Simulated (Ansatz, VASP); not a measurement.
## Two plane-wave programs on Sn

File INCAR:

```
ALGO     = Normal         # electronic algorithm
EDIFF    = 1E-6           # SCF threshold, eV
ENCUT    = 500            # plane-wave cutoff, eV
GGA      = PS             # functional
GGA_COMPAT= False        
ISIF     = 2              # what is computed and relaxed
ISMEAR   = 1              # smearing method
LASPH    = True           # aspherical terms in the spheres
LCHARG   = False          # write CHGCAR
LREAL    = False          # projectors in reciprocal space
LWAVE    = False          # write WAVECAR
NBANDS   = 13             # bands
NELM     = 120            # most SCF steps
PREC     = Accurate       # precision mode
SIGMA    = 0.025          # smearing width, eV
```

The input KPOINTS:

```
k-points
0
Gamma
  10 10 10
```

POSCAR

```
Sn
1.0
    3.2816330257     -0.0000000182     -0.0000000315
   -1.0938776581      3.0939532938     -0.0000000315
   -1.0938776581     -1.5469766015      2.6794421768
Sn
1
Direct
    0.0000000000      0.0000000000      0.0000000000
```

Input for Ansatz:

```yaml
crystal:
  lattice:
    a: 3.281633
    b: 3.281633
    c: 3.281633
    alpha: 109.47122
    beta: 109.47122
    gamma: 109.47122
  atoms:
    - { symbol: Sn, position: [0.0, 0.0, 0.0] }
basis:
  ecutwfc: 470.0
kpoints:
  mp_grid:
    grid: [10, 10, 10]
    shift: [0.0, 0.0, 0.0]
hamiltonian:
  xc: pbesol
scf:
  occupations:
    method: methfessel_paxton
    width: 0.025
output:
  stress: true
```

Alike in both runs: task single point; functional PBEsol; k mesh 10 × 10 × 10; occupations methfessel-paxton of order 1, width 0.025 eV; no spin polarisation.

```csv
,VASP,Ansatz
version,VASP 6.6.1,Ansatz 0.2.0
potentials or method,"VASP PAW PBE potentials, release 64 (Sn_d), cutoff 500 eV","plane waves, PAW"
valence electrons in the cell,14,14
```

```csv
,VASP,Ansatz,Ansatz less VASP
pressure (GPa),-2.2,-2.2,+0.06
```

VASP's potentials were made for PBE, not for PBEsol. With one functional, cell and mesh, what is left measures potentials, basis and numerics.
